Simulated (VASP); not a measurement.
# Ru (P6_3/mmc) in VASP: single point with LDA

Aim: the single point of Ru with LDA.

Program: VASP 6.6.1. These are calculated values, not measurements. Logs are shortened: lines on timing, memory, paths and dates and some standing lists are left out, and cuts for length are marked.

### Step 1. The cell of the first run

It takes space group P6_3/mmc (No. 194, hexagonal). Conventional cell: a = 2.706 Å, b = 2.706 Å, c = 4.068 Å, α = 90.00°, β = 90.00°, γ = 120.00°. Ru (site symmetry -6m2) has 12 Ru at 2.56 to 2.71 Å within 3.4 Å.

### Step 2. Single point, LDA (strain -0.0500 x Voigt [0, 0, 1, 0, 0, 0])

Input file INCAR:

```
SYSTEM = Ru
  ALGO = Normal
  EDIFF = 1E-6
  ENCUT = 560
  GGA = CA
  GGA_COMPAT = .False.
  ISIF = 2
  ISMEAR = 0
  LASPH = .True.
  LCHARG = .False.
  LREAL = .False.
  LWAVE = .False.
  NBANDS = 23
  NELM = 120
  PREC = Accurate
  SIGMA = 0.15
```

Input file KPOINTS:

```
k-points
0
Gamma
  21 21 12
  0 0 0
```

Input file POSCAR:

```
Ru
1.0
    2.7057993342      0.0000000000      0.0000000000
   -1.3528996671      2.3432909610      0.0000000000
    0.0000000000      0.0000000000      4.0678050000
Ru
2
Direct
    0.3333333333      0.6666666667      0.2500000000
    0.6666666667      0.3333333333      0.7500000000
```

Potentials or basis: VASP PAW LDA potentials, release 64 (Ru_sv).

On the command line:

```console
$ cat potpaw_LDA.64/Ru_sv/POTCAR > POTCAR
$ mpirun -np 1 vasp_std > vasp.out
```

OUTCAR:

```text
SYSTEM = Ru
   EDIFF = 1E-6
   ENCUT = 560
   GGA = CA
   ISIF = 2
   ISMEAR = 0
   LASPH = .True.
   LREAL = .False.
   NELM = 120
   PREC = Accurate

 ion  position               nearest neighbor table
   1  0.333  0.667  0.250-   2 2.56   2 2.56   2 2.56   2 2.56   2 2.56   2 2.56
   2  0.667  0.333  0.750-   1 2.56   1 2.56   1 2.56   1 2.56   1 2.56   1 2.56

  LATTYP: Found a hexagonal cell.
 ALAT       =     2.7057993342
 C/A-ratio  =     1.5033653636

  Lattice vectors:

 A1 = (   2.7057993342,   0.0000000000,   0.0000000000)
 A2 = (  -1.3528996671,   2.3432909610,   0.0000000000)
 A3 = (   0.0000000000,   0.0000000000,   4.0678050000)

Analysis of symmetry for initial positions (statically):
=====================================================================
 Subroutine PRICEL returns:
 Original cell was already a primitive cell.

 Routine SETGRP: Setting up the symmetry group for a
 hexagonal supercell.

 Subroutine GETGRP returns: Found 24 space group operations
 (whereof 12 operations were pure point group operations)
 out of a pool of 24 trial point group operations.

The static configuration has the point symmetry D_3d.
 The point group associated with its full space group is D_6h.

Analysis of symmetry for dynamics (positions and initial velocities):
=====================================================================
 Subroutine PRICEL returns:
 Original cell was already a primitive cell.

 Routine SETGRP: Setting up the symmetry group for a
 hexagonal supercell.

 Subroutine GETGRP returns: Found 24 space group operations
 (whereof 12 operations were pure point group operations)
 out of a pool of 24 trial point group operations.

The dynamic configuration has the point symmetry D_3d.
 The point group associated with its full space group is D_6h.

 Subroutine INISYM returns: Found 24 space group operations
 (whereof 12 operations are pure point group operations),
 and found     1 'primitive' translations

----------------------------------------------------------------------------------------

                                     Primitive cell

  volume of cell :      25.7918

  direct lattice vectors                    reciprocal lattice vectors
     2.705799334  0.000000000  0.000000000     0.369576556  0.213375124  0.000000000
    -1.352899667  2.343290961  0.000000000     0.000000000  0.426750249  0.000000000
     0.000000000  0.000000000  4.067805000     0.000000000  0.000000000  0.245832826

  length of vectors
     2.705799334  2.705799334  4.067805000     0.426750249  0.426750249  0.245832826

  position of ions in fractional coordinates (direct lattice)
     0.333333333  0.666666667  0.250000000
     0.666666667  0.333333333  0.750000000

  ion indices of the primitive-cell ions
   primitive index   ion index
                 1           1
                 2           2

----------------------------------------------------------------------------------------

 KPOINTS: k-points

Automatic generation of k-mesh.
 Grid dimensions read from file:
 generate k-points for:   21   21   12

 Generating k-lattice:

  Cartesian coordinates                     Fractional coordinates (reciprocal lattice)
     0.017598884  0.010160720  0.000000000     0.047619048 -0.000000000  0.000000000
     0.000000000  0.020321440  0.000000000     0.000000000  0.047619048  0.000000000
     0.000000000  0.000000000  0.020486069     0.000000000  0.000000000  0.083333333

  Length of vectors
     0.020321440  0.020321440  0.020486069

  Shift w.r.t. Gamma in fractional coordinates (k-lattice)
     0.000000000  0.000000000  0.000000000

 Subroutine IBZKPT returns following result:
 ===========================================

 Found    336 irreducible k-points:

 Following reciprocal coordinates:
            Coordinates               Weight
  0.000000  0.000000  0.000000      1.000000
  0.047619  0.000000  0.000000      6.000000
  0.095238  0.000000  0.000000      6.000000
  0.142857  0.000000  0.000000      6.000000
  0.190476  0.000000  0.000000      6.000000
  0.238095  0.000000  0.000000      6.000000
[... 16 lines left out ...]
  0.142857  0.095238  0.000000     12.000000
  0.190476  0.095238  0.000000     12.000000
 [... further k-points ...]
   k-points           NKPTS =    336   k-points in BZ     NKDIM =    336   number of bands    NBANDS=     23
   number of dos      NEDOS =    301   number of ions     NIONS =      2
   total plane-waves  NPLWV =  18432
   dimension x,y,z NGX =    24 NGY =   24 NGZ =   32
   dimension x,y,z NGXF=    48 NGYF=   48 NGZF=   64
   ions per type =               2
   NGX,Y,Z   is equivalent  to a cutoff of  14.75, 14.75, 13.08 a.u.
   NGXF,Y,Z  is equivalent  to a cutoff of  29.49, 29.49, 26.16 a.u.
 SYSTEM =  Ru
   PREC   = accura    normal or accurate (medium, high low for compatibility)
   ISTART =      0    job   : 0-new  1-cont  2-samecut
   ICHARG =      2    charge: 1-file 2-atom 10-const
   ISPIN  =      1    spin polarized calculation?
   LNONCOLLINEAR =      F non collinear calculations
   LSORBIT =      F    spin-orbit coupling
   LASPH  =      T    aspherical Exc in radial PAW
   ENCUT  =  560.0 eV  41.16 Ry    6.42 a.u.   5.22  5.22  7.85*2*pi/ulx,y,z
   NELM   =    120;   NELMIN=  2; NELMDL= -5     # of ELM steps
   EDIFF  = 0.1E-05   stopping-criterion for ELM
   LREAL  =      F    real-space projection
   EDIFFG = 0.1E-04   stopping-criterion for IOM
   NSW    =      0    number of steps for IOM
   IBRION =     -1    ionic relax: 0-MD 1-quasi-New 2-CG
   NFREE  =      0    steps in history (QN), initial steepest desc. (CG)
   ISIF   =      2    stress and relaxation
   ISYM   =      2    0-nonsym 1-usesym 2-fastsym
   POTIM  = 0.5000    time-step for ionic-motion
   TEBEG  =    0.0;   TEEND  =   0.0 temperature during run
   PSTRESS=    0.0 pullay stress
   NELECT =      32.0000    total number of electrons
   NUPDOWN=      -1.0000    fix difference up-down
   EMIN   =  10.00;   EMAX   =-10.00  energy-range for DOS
   EFERMI =   0.00;   METHOD = LEGACY
   ISMEAR =     0;   SIGMA  =   0.15  broadening in eV -4-tet -1-fermi 0-gaus
   EFERMI_NEDOS =   21; number of points for ismear=-14 and -15
   IALGO  =     38    algorithm
   IMIX   =      4    mixing-type and parameters
     AMIX     =   0.40;   BMIX     =  1.00
     AMIX_MAG =   1.60;   BMIX_MAG =  1.00
  volume/ion in A,a.u.               =      12.90        87.03
  Fermi-wavevector in a.u.,A,eV,Ry     =   1.759128  3.324270 42.103669  3.094532
  Thomas-Fermi vector in A             =   2.828151
   LORBIT       =      0    0 simple, 1 ext, 2 COOP (PROOUT), +10 PAW based schemes
   GGA     = CA    functional components
   LHFCALC =     F    Hartree Fock is set to
   AEXX    =    0.0000 exact exchange contribution
   IVDW    =     0    specifies the selected vdW correction
   LEPSILON=     F    determine dielectric tensor
   LRPA    =     F    only Hartree local field effects (RPA)
 non-spin polarized calculation
 Gauss-broadening in eV      SIGMA  =   0.15
  energy-cutoff  :      560.00
  volume of cell :       25.79
 maximum number of plane-waves:       798
 NGX is ok and might be reduce to    24
   NGX = 11   NGY = 11   NGZ = 15

 number of electron      32.0000003 magnetization

 Free energy of the ion-electron system (eV)
  ---------------------------------------------------
  ext. energy  EPLUGINS =         0.00000000
  ---------------------------------------------------
  free energy    TOTEN  =       -21.33136864 eV

  energy without entropy =      -21.31416178  energy(sigma->0) =      -21.32276521

 E-fermi :  16.0615     XC(G=0): -14.8322

 val. band max:       16.0515840224   @ k =   0.2381   0.0476   0.0000
 cond. band min:      16.0630912860   @ k =   0.2857   0.0476   0.0833
 fundamental gap:      0.0115072637
 Fermi energy:        16.0614887507

 k-point     1 :       0.0000    0.0000    0.0000
  band No.  band energies     occupation
      1     -56.8224      2.00000
      2     -56.5108      2.00000
      3     -27.7154      2.00000
      4     -26.5853      2.00000
      5     -26.5853      2.00000
      6     -26.3233      2.00000
[... 15 lines left out ...]
     22      30.6936      0.00000
     23      34.1647      0.00000

 k-point     2 :       0.0476    0.0000    0.0000
  band No.  band energies     occupation
      1     -56.8185      2.00000
      2     -56.5099      2.00000
      3     -27.7059      2.00000
      4     -26.6022      2.00000
      5     -26.5918      2.00000
      6     -26.3414      2.00000
[... 15 lines left out ...]
     22      30.8496      0.00000
     23      34.2529      0.00000

 k-point     3 :       0.0952    0.0000    0.0000
  band No.  band energies     occupation
      1     -56.8070      2.00000
      2     -56.5074      2.00000
      3     -27.6780      2.00000
      4     -26.6517      2.00000
      5     -26.6104      2.00000
      6     -26.3936      2.00000
[... 15 lines left out ...]
     22      31.2776      0.00000
     23      34.4916      0.00000

 k-point     4 :       0.1429    0.0000    0.0000
  band No.  band energies     occupation
      1     -56.7886      2.00000
      2     -56.5039      2.00000
      3     -27.6326      2.00000
      4     -26.7294      2.00000
      5     -26.6390      2.00000
      6     -26.4744      2.00000
[... 15 lines left out ...]
     22      31.8014      0.00000
     23      34.7221      0.00000

 k-point     5 :       0.1905    0.0000    0.0000
  band No.  band energies     occupation
      1     -56.7645      2.00000
      2     -56.5000      2.00000
      3     -27.5717      2.00000
      4     -26.8286      2.00000
      5     -26.6743      2.00000
      6     -26.5752      2.00000
[... 15 lines left out ...]
     22      31.8190      0.00000
     23      34.2539      0.00000

 k-point     6 :       0.2381    0.0000    0.0000
  band No.  band energies     occupation
      1     -56.7363      2.00000
      2     -56.4967      2.00000
      3     -27.4980      2.00000
      4     -26.9404      2.00000
      5     -26.7128      2.00000
      6     -26.6861      2.00000
[... 15 lines left out ...]
     22      30.7576      0.00000
     23      33.3441      0.00000

 k-point     7 :       0.2857    0.0000    0.0000
  band No.  band energies     occupation
      1     -56.7057      2.00000
      2     -56.4948      2.00000
      3     -27.4149      2.00000
      4     -27.0550      2.00000
      5     -26.7968      2.00000
      6     -26.7511      2.00000
[... 353 lines left out ...]
     22      28.6853      0.00000
     23      28.9304      0.00000

 k-point    21 :       0.4762    0.0476    0.0000
  band No.  band energies     occupation
      1     -56.6071      2.00000
      2     -56.5070      2.00000
      3     -27.3504      2.00000
      4     -27.1094      2.00000
      5     -27.0706      2.00000
      6     -26.8557      2.00000
[... 15 lines left out ...]
     22      28.4647      0.00000
     23      29.2288      0.00000

 k-point    22 :       0.0952    0.0952    0.0000
  band No.  band energies     occupation
      1     -56.7780      2.00000
      2     -56.5021      2.00000
      3     -27.6061      2.00000
      4     -26.7563      2.00000
      5     -26.6849      2.00000
      6     -26.4955      2.00000
[... 15 lines left out ...]
     22      32.0234      0.00000
     23      34.4420      0.00000

 k-point    23 :       0.1429    0.0952    0.0000
  band No.  band energies     occupation
      1     -56.7546      2.00000
      2     -56.4987      2.00000
      3     -27.5463      2.00000
      4     -26.8384      2.00000
      5     -26.7513      2.00000
      6     -26.5623      2.00000
[... 15 lines left out ...]
     22      31.9054      0.00000
     23      33.2205      0.00000

 k-point    24 :       0.1905    0.0952    0.0000
  band No.  band energies     occupation
      1     -56.7272      2.00000
      2     -56.4959      2.00000
      3     -27.4738      2.00000
      4     -26.9391      2.00000
      5     -26.8208      2.00000
      6     -26.6341      2.00000
[... 15 lines left out ...]
     22      30.7496      0.00000
     23      32.1599      0.00000

 [... further k-points ...]

------------------------ aborting loop because EDIFF is reached ----------------------------------------

  FORCE on cell =-STRESS in cart. coord.  units (eV):
  Direction    XX          YY          ZZ          XY          YZ          ZX
  --------------------------------------------------------------------------------------
  -------------------------------------------------------------------------------------
  Total       -0.0773375     -0.0773375      4.0279078     -0.0000000      0.0000000      0.0000000
  in kB       -4.8041723     -4.8041723    250.2120209     -0.0000000      0.0000000      0.0000000
  external PRESSURE =      80.2012254 kB  Pullay stress =       0.0000000 kB

 VOLUME and BASIS-vectors are now :
 -----------------------------------------------------------------------------
  energy-cutoff  :      560.00
  volume of cell :       25.79
      direct lattice vectors                 reciprocal lattice vectors
     2.705799334  0.000000000  0.000000000     0.369576556  0.213375124  0.000000000
    -1.352899667  2.343290961  0.000000000     0.000000000  0.426750249  0.000000000
     0.000000000  0.000000000  4.067805000     0.000000000  0.000000000  0.245832826

 POSITION                                       TOTAL-FORCE (eV/Angst)
 -----------------------------------------------------------------------------------
     -0.00000      1.56219      1.01695         0.000000     -0.000000      0.000000
      1.35290      0.78110      3.05085        -0.000000      0.000000      0.000000
 -----------------------------------------------------------------------------------
    total drift:                               -0.000000      0.000000     -0.000000

  FREE ENERGIE OF THE ION-ELECTRON SYSTEM (eV)
  ---------------------------------------------------
  free  energy   TOTEN  =       -21.3313686437 eV

  energy  without entropy=      -21.3141617785  energy(sigma->0) =      -21.32276521
```

Run time: 94 s. Hardware: 1 thread of Intel Xeon Platinum 8259CL at 2.50GHz (Skylake/Cascade Lake), shared host; peak memory 0.27 GiB.

What came out:

```
Free energy            : -21.3314 eV
Pressure               : 8.0 GPa
Band gap on the k mesh : zero (bands 16 and 17 overlap by 3.43 eV)
```

Stress tensor (GPa, compression positive):
```
-0.48  0.00  0.00
 0.00 -0.48  0.00
 0.00  0.00 25.02
```

Levels at points of the mesh, in eV from the Fermi level:
```
           k point  band 13  band 14  band 15  band 16  band 17  band 18  band 19  band 20
(0.00, 0.00, 0.00)    -2.14    -2.04    -2.04    -1.95    -1.95     1.26     1.26     1.98
(0.00, 0.00, 0.50)    -3.25    -3.25    -2.61    -2.61     0.65     0.65     0.65     0.65
```

Caveat: the cell differs from its parent crystal (strain -0.0500 x Voigt [0, 0, 1, 0, 0, 0]); the stress differs along the axes, from -0 to 25 GPa.
